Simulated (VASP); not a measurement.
# PbS (P-6m2) in VASP: relaxation of shape and atoms at fixed volume with r2SCAN

Aim: the relaxation of shape and atoms at fixed volume of PbS with r2SCAN.

All numbers are computed with VASP 6.6.1; they aren't measurements. Logs are shortened: lines on timing, memory, paths and dates and some standing lists are left out, and cuts for length are marked.

## (1) The cell of the first run

Symmetry: P-6m2, No. 187, hexagonal system. The conventional cell has a = 4.158 Å, b = 4.158 Å, c = 3.838 Å, α = 90.00°, β = 90.00°, γ = 120.00°. Within 4.2 Å of Pb (site symmetry -6m2) lie 6 S at 3.07 Å and 8 Pb at 3.84 to 4.16 Å. Within 4.2 Å of S (site symmetry -6m2) lie 6 Pb at 3.07 Å and 8 S at 3.84 to 4.16 Å.

## (2) Relaxation of shape and atoms at fixed volume, r2SCAN (28.73 Å³/atom)

File POSCAR:

```
PbS
1.0
    4.1578606762      0.0000000000      0.0000000000
   -2.0789303381      3.6008129710      0.0000000000
    0.0000000000      0.0000000000      3.8382726278
Pb S
1 1
Direct
    0.0000000000      0.0000000000      0.0000000000
    0.6666666667      0.3333333333      0.5000000000
```

File INCAR.step1:

```
  PREC = Accurate
  ENCUT = 600
  ISMEAR = 0
  SIGMA = 0.05
  LREAL = F
  LASPH = T
  NELM = 60
  GGA = PE
  ALGO = Normal
  EDIFF = 1E-4
  LWAVE = T
  LCHARG = F
```

File INCAR.step2:

```
  PREC = Accurate
  ENCUT = 600
  EDIFF = 1E-6
  ISMEAR = 0
  SIGMA = 0.05
  LREAL = F
  LASPH = T
  NELM = 60
  ALGO = Normal
  ISIF = 4
  LWAVE = F
  LCHARG = F
  METAGGA = R2SCAN
  LMIXTAU = T
  IBRION = 2
  NSW = 60
  EDIFFG = -0.01
  ISTART = 1
```

File KPOINTS:

```
Automatic mesh
0
Gamma
  10 10 10
```

Potentials or basis: VASP PAW PBE potentials, release 64 (Pb_d, S).

On the command line:

```
cat potpaw_PBE.64/Pb_d/POTCAR potpaw_PBE.64/S/POTCAR > POTCAR
cp INCAR.step1 INCAR
mpirun -np 1 vasp_std > vasp.out
cp INCAR.step2 INCAR
mpirun -np 1 vasp_std > vasp.out
```

OUTCAR:

```text
PREC = Accurate
   ENCUT = 600
   EDIFF = 1E-6
   ISMEAR = 0
   LREAL = F
   LASPH = T
   NELM = 60
   ISIF = 4
   METAGGA = R2SCAN
   IBRION = 2
   NSW = 60
   EDIFFG = -0.01
   ISTART = 1

 ion  position               nearest neighbor table
   1  0.000  0.000  0.000-   2 3.07   2 3.07   2 3.07   2 3.07   2 3.07   2 3.07
   2  0.667  0.333  0.500-   1 3.07   1 3.07   1 3.07   1 3.07   1 3.07   1 3.07

  LATTYP: Found a hexagonal cell.
 ALAT       =     4.1578606762
 C/A-ratio  =     0.9231364220

  Lattice vectors:

 A1 = (   4.1578606762,   0.0000000000,   0.0000000000)
 A2 = (  -2.0789303381,   3.6008129710,   0.0000000000)
 A3 = (   0.0000000000,   0.0000000000,   3.8382726278)

Analysis of symmetry for initial positions (statically):
=====================================================================
 Subroutine PRICEL returns:
 Original cell was already a primitive cell.

 Routine SETGRP: Setting up the symmetry group for a
 hexagonal supercell.

 Subroutine GETGRP returns: Found 12 space group operations
 (whereof 12 operations were pure point group operations)
 out of a pool of 24 trial point group operations.

The static configuration has the point symmetry D_3h.

Analysis of symmetry for dynamics (positions and initial velocities):
=====================================================================
 Subroutine PRICEL returns:
 Original cell was already a primitive cell.

 Routine SETGRP: Setting up the symmetry group for a
 hexagonal supercell.

 Subroutine GETGRP returns: Found 12 space group operations
 (whereof 12 operations were pure point group operations)
 out of a pool of 24 trial point group operations.

The dynamic configuration has the point symmetry D_3h.

 Subroutine INISYM returns: Found 12 space group operations
 (whereof 12 operations are pure point group operations),
 and found     1 'primitive' translations

----------------------------------------------------------------------------------------

                                     Primitive cell

  volume of cell :      57.4654

  direct lattice vectors                    reciprocal lattice vectors
     4.157860676  0.000000000  0.000000000     0.240508299  0.138857531  0.000000000
    -2.078930338  3.600812971  0.000000000     0.000000000  0.277715063  0.000000000
     0.000000000  0.000000000  3.838272628     0.000000000  0.000000000  0.260533864

  length of vectors
     4.157860676  4.157860676  3.838272628     0.277715063  0.277715063  0.260533864

  position of ions in fractional coordinates (direct lattice)
     0.000000000  0.000000000  0.000000000
[... 98 lines left out ...]
     AMIX_MAG =   1.60;   BMIX_MAG =  1.00
  volume/ion in A,a.u.               =      28.73       193.90
  Fermi-wavevector in a.u.,A,eV,Ry     =   1.151550  2.176114 18.042236  1.326067
  Thomas-Fermi vector in A             =   2.288207
   LORBIT       =      0    0 simple, 1 ext, 2 COOP (PROOUT), +10 PAW based schemes
   METAGGA = R2SCAN    functional components
   LHFCALC =     F    Hartree Fock is set to
   AEXX    =    0.0000 exact exchange contribution
   IVDW    =     0    specifies the selected vdW correction
   LEPSILON=     F    determine dielectric tensor
   LRPA    =     F    only Hartree local field effects (RPA)
 conjugate gradient relaxation of ions
 non-spin polarized calculation
 Gauss-broadening in eV      SIGMA  =   0.05
  energy-cutoff  :      600.00
  volume of cell :       57.47
 maximum number of plane-waves:      1941
 NGX is ok and might be reduce to    36
   NGX = 17   NGY = 17   NGZ = 15

--------------------------------------- Ionic step        1  -------------------------------------------

 number of electron      20.0000002 magnetization

 Free energy of the ion-electron system (eV)
  ---------------------------------------------------
  ext. energy  EPLUGINS =         0.00000000
  ---------------------------------------------------
  free energy    TOTEN  =       -65.30624601 eV

  energy without entropy =      -65.30618659  energy(sigma->0) =      -65.30621630

------------------------ aborting loop because EDIFF is reached ----------------------------------------

  FORCE on cell =-STRESS in cart. coord.  units (eV):
  Direction    XX          YY          ZZ          XY          YZ          ZX
  --------------------------------------------------------------------------------------
  -------------------------------------------------------------------------------------
  Total       -1.0504530     -1.0504530     -1.1895703      0.0000000      0.0000000      0.0000000
  in kB      -29.2874062    -29.2874062    -33.1660975      0.0000000      0.0000000      0.0000000
  external PRESSURE =     -30.5803033 kB  Pullay stress =       0.0000000 kB
[... 59 lines left out ...]
--------------------------------------- Ionic step        3  -------------------------------------------

 number of electron      20.0000001 magnetization

 Free energy of the ion-electron system (eV)
  ---------------------------------------------------
  ext. energy  EPLUGINS =         0.00000000
  ---------------------------------------------------
  free energy    TOTEN  =       -65.30648434 eV

  energy without entropy =      -65.30643835  energy(sigma->0) =      -65.30646134

 E-fermi :   4.5597     XC(G=0):  -9.7530

 val. band max:        4.4889612239   @ k =   0.3000   0.3000   0.0000
 cond. band min:       4.6304284554   @ k =   0.3000   0.3000   0.5000
 fundamental gap:      0.1414672315
 Fermi energy:         4.5597485186

 k-point     1 :       0.0000    0.0000    0.0000
  band No.  band energies     occupation
      1     -12.9818      2.00000
      2     -12.9657      2.00000
      3     -12.9657      2.00000
      4     -12.8725      2.00000
      5     -12.8725      2.00000
      6      -8.8631      2.00000
      7      -2.1296      2.00000
      8       2.4931      2.00000
      9       2.8616      2.00000
     10       2.8616      2.00000
     11       8.1771      0.00000
     12       8.1771      0.00000
     13      10.3944      0.00000
     14      11.1923      0.00000
[... 377 lines left out ...]
      1     -12.9872      2.00000
      2     -12.9418      2.00000
      3     -12.9178      2.00000
      4     -12.9053      2.00000
      5     -12.8841      2.00000
      6      -7.8268      2.00000
      7      -3.9045      2.00000
      8       1.4988      2.00000
      9       2.6086      2.00000
     10       3.8052      2.00000
     11       6.3888      0.00000
     12       8.8948      0.00000
     13       9.2999      0.00000
     14      11.2654      0.00000

 [... further k-points ...]
[... 5 lines left out ...]
  --------------------------------------------------------------------------------------
  -------------------------------------------------------------------------------------
  Total       -1.0775350     -1.0775350     -1.0795166      0.0000000      0.0000000      0.0000000
  in kB      -30.0424717    -30.0424717    -30.0977184      0.0000000      0.0000000      0.0000000
  external PRESSURE =     -30.0608873 kB  Pullay stress =       0.0000000 kB
[... 17 lines left out ...]
  FREE ENERGIE OF THE ION-ELECTRON SYSTEM (eV)
  ---------------------------------------------------
  free  energy   TOTEN  =       -65.3064843371 eV

  energy  without entropy=      -65.3064383493  energy(sigma->0) =      -65.30646134

 reached required accuracy - stopping structural energy minimisation
```

OUTCAR.step1:

```text
PREC = Accurate
   ENCUT = 600
   ISMEAR = 0
   LREAL = F
   LASPH = T
[... 630 lines left out ...]
 -----------------------------------------------------------------------------------
      0.00000      0.00000      0.00000        -0.000000     -0.000000      0.000000
      2.07893      1.20027      1.91914         0.000000      0.000000      0.000000
 -----------------------------------------------------------------------------------
    total drift:                               -0.000000      0.000000     -0.000000

  FREE ENERGIE OF THE ION-ELECTRON SYSTEM (eV)
  ---------------------------------------------------
  free  energy   TOTEN  =        -8.5065843114 eV

  energy  without entropy=       -8.5062228868  energy(sigma->0) =       -8.50640360
```

OSZICAR.step1:

```text
N       E                     dE             d eps       ncg     rms          rms(c)
DAV:   1     0.167246655122E+03    0.16725E+03   -0.10498E+04  2358   0.162E+03
DAV:   2     0.614177928277E+01   -0.16110E+03   -0.15744E+03  2454   0.369E+02
DAV:   3    -0.877413705254E+01   -0.14916E+02   -0.14494E+02  3190   0.113E+02
DAV:   4    -0.916242219463E+01   -0.38829E+00   -0.38802E+00  2566   0.217E+01
DAV:   5    -0.917710506786E+01   -0.14683E-01   -0.14683E-01  3420   0.419E+00    0.422E+00
DAV:   6    -0.851108128520E+01    0.66602E+00   -0.20511E+00  3400   0.105E+01    0.307E+00
DAV:   7    -0.850677434126E+01    0.43069E-02   -0.16636E-01  2488   0.234E+00    0.174E+00
DAV:   8    -0.850704012131E+01   -0.26578E-03   -0.22343E-02  2604   0.171E+00    0.263E-01
DAV:   9    -0.850633213948E+01    0.70798E-03   -0.78947E-03  3712   0.682E-01    0.146E-01
DAV:  10    -0.850656086556E+01   -0.22873E-03   -0.90845E-04  2454   0.187E-01    0.659E-02
DAV:  11    -0.850658431141E+01   -0.23446E-04   -0.12175E-04  1864   0.100E-01
   1 F= -.85065843E+01 E0= -.85064036E+01  d E =-.361425E-03
```

Run time: 5.5 min. Hardware: 1 thread of AMD EPYC 9R45 (Zen 5), shared host; peak memory 0.24 GiB.

What came out:

| Quantity | Value |
| --- | --- |
| Free energy | -65.3065 eV |
| Energy gained by relaxing | 0.1 meV/atom |
| Ionic steps | 3 |
| Pressure after relaxing | -3.0 GPa |
| Band gap on the k mesh | 0.14 eV (least direct gap 1.24 eV) |

Step by step:
```tsv
step	energy change (eV)	largest force (eV/Å)	pressure (GPa)	volume (Å³)
1	0.0000	0.0000	-3.06	57.47
2	-0.0002	0.0000	-3.02	57.47
3	-0.0002	0.0000	-3.01	57.47
```

Final structure:
```cif
data_structure
_symmetry_space_group_name_H-M 'P 1'
_symmetry_Int_Tables_number 1
_cell_length_a 4.1648
_cell_length_b 4.1648
_cell_length_c 3.8255
_cell_angle_alpha 90.000
_cell_angle_beta 90.000
_cell_angle_gamma 120.000
_cell_volume 57.47
loop_
_atom_site_label
_atom_site_type_symbol
_atom_site_fract_x
_atom_site_fract_y
_atom_site_fract_z
_atom_site_occupancy
Pb1 Pb 0.00000 0.00000 0.00000 1
S1 S 0.66667 0.33333 0.50000 1
```

Levels at points of the mesh, in eV from the valence-band top:
| k point | band 8 | band 9 | band 10 | band 11 | band 12 | band 13 |
| --- | --- | --- | --- | --- | --- | --- |
| (0.00, 0.00, 0.00) | -2.00 | -1.63 | -1.63 | 3.69 | 3.69 | 5.91 |
| (0.50, 0.00, 0.00) | -2.59 | -1.67 | -1.07 | 2.18 | 4.25 | 5.45 |
| (0.00, 0.00, 0.50) | -1.04 | -1.04 | -0.04 | 1.20 | 4.04 | 4.04 |
| (0.50, 0.00, 0.50) | -3.87 | -3.84 | -1.36 | 2.41 | 3.01 | 3.13 |

Caveat: the PAW data sets were made with another functional, which shifts forces and pressure a little; spin-orbit coupling is left out, which moves the levels of the heavy elements. A k mesh can miss the band edges.
